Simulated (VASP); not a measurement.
Runs of VASP 6.6.1 on Hf2TaN3. The structure is that of space group P6/mmm (No. 191), or close to it. The cells are those of the table. The cell was generated, and may not be a known phase.

| task | cell | k mesh | cutoff (eV) | gap on the mesh (eV) | pressure (GPa) | relaxed volume (Å³/atom) |
| --- | --- | --- | --- | --- | --- | --- |
| relaxation of cell and atoms | relaxed from a = 4.645, b = 4.645, c = 4.186 Å, angles 90.0, 90.0, 120.0°, 6 atoms | 12 × 12 × 10 | 600 | none | 0.0 | (b) |
| relaxation of cell and atoms | relaxed from a = 4.493, b = 4.493, c = 4.921 Å, angles 90.0, 90.0, 120.0°, 6 atoms | 6 × 6 × 4 | 600 | none | 0.0 | 12.95 |
| single point | a = 4.631, b = 4.631, c = 4.191 Å, angles 90.0, 90.0, 120.0°, 6 atoms | 12 × 12 × 10 | 520 | none | (a) | - |
| single point | a = 4.493, b = 4.493, c = 4.921 Å, angles 90.0, 90.0, 120.0°, 6 atoms | 6 × 6 × 4 | 520 | none | -25.1 | - |
| single point | a = 4.645, b = 4.645, c = 4.186 Å, angles 90.0, 90.0, 120.0°, 6 atoms | 6 × 6 × 4 | 520 | none | -0.5 | - |

Alike in all rows: level PBE; potentials or basis VASP PAW PBE potentials, release 64 (Hf_pv, Ta_pv, N); no spin polarisation; smearing gaussian 0.1 eV.

Q: Fill in the values left out.

A: (a) -0.6; (b) 12.90.

Caveats: some runs use coarse meshes; spin-orbit coupling is left out, which moves the levels of the heavy elements; the highest band is partly filled, so the run has too few bands (at least some runs); the stress differs along the axes, from -61 to -7 GPa (at least some runs).

A k mesh can miss the band edges, and the runs leave out spin-orbit coupling on Hf, Ta.

A gap of «none» marks levels without a gap at the run's occupations.
